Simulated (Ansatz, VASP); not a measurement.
## Yb: VASP beside Ansatz

```
Yb
1.0
     0.00000    2.74310    2.74310
     2.74310    0.00000    2.74310
     2.74310    2.74310    0.00000
Yb
1
Direct
  0.00000 0.00000 0.00000
```

Alike in both runs: functional PBE; k mesh 8 × 8 × 8; occupations fermi-dirac, width 0.01 eV; collinear spin; Hubbard terms Yb f U = 6.0 eV.

|  | VASP | Ansatz |
| --- | --- | --- |
| version | VASP 6.6.1 | Ansatz 0.2.0 |
| potentials or method | VASP PAW PBE potentials, release 64 (Yb) | SSSP efficiency PAW |
| plane-wave cutoff (eV) | 600 | 544 |
| valence electrons in the cell | 24 | 24 |
| task | single point | optical spectrum |

```tsv
	VASP	Ansatz	Ansatz less VASP
gap on the k mesh at the Fermi level (eV)	none	none	-
net moment per atom (μB)	0.02	0.02	0.000
```

The programs project onto different local orbitals, so the same U acts differently, and such runs can settle in different states. A gap of «none» marks a metal or a gap that the smearing closes.

Neither program's run includes spin-orbit coupling. Noted on Ansatz's run: the magnetic or orbital state may not be the lowest.
